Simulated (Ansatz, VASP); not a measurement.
## Two plane-wave programs on HPbNO4

```xyz
7
Lattice="4.1992 0.1112 0.1682 1.9160 3.8913 0.1257 1.7609 1.2526 6.3727" Properties=species:S:1:pos:R:3 pbc="T T T"
H     6.1559    3.5396    4.2374
Pb    3.9410    4.7367    5.7714
N     2.1622    1.5295    2.0021
O     6.1170    3.6060    5.2180
O     2.2525    1.0554    0.8130
O     2.1821    0.7481    2.9790
O     2.0545    2.7723    2.1460
```

Alike in both runs: task relaxation of cell and atoms; functional BLYP; k mesh 5 × 5 × 3; occupations fermi-dirac, width 0.05 eV; no spin polarisation.

```csv
,VASP,Ansatz
version,VASP 6.6.1,Ansatz 0.2.0
potentials or method,"VASP PAW PBE potentials, release 64 (H, Pb_d, N, O)",Ansatz PAW
plane-wave cutoff (eV),600,420
valence electrons in the cell,44,44
```

VASP gave:

```
gap on the k mesh at the Fermi level, each at its own relaxed structure (eV) : 2.76
relaxed volume (Å³/atom)                                                     : 14.98
relaxed cell length with the largest relative difference (Å)                 : 4.395
```

Task: Estimate Ansatz's values.

Result: gap on the k mesh at the Fermi level, each at its own relaxed structure (eV): 2.91; relaxed volume (Å³/atom): 15.09; relaxed cell length with the largest relative difference (Å): 4.432.

VASP's potentials were made for PBE, not for BLYP.

Neither program's run includes spin-orbit coupling. Noted on VASP's run: the standard files for N, O and F lose accuracy on very short bonds. Noted on Ansatz's run: odd divisions of the mesh miss points on the zone boundary, where band edges often lie, so the gap on the mesh can be too wide; the plane-wave basis is chosen anew once the cell has moved, so the energies of steps on either side of that aren't comparable.
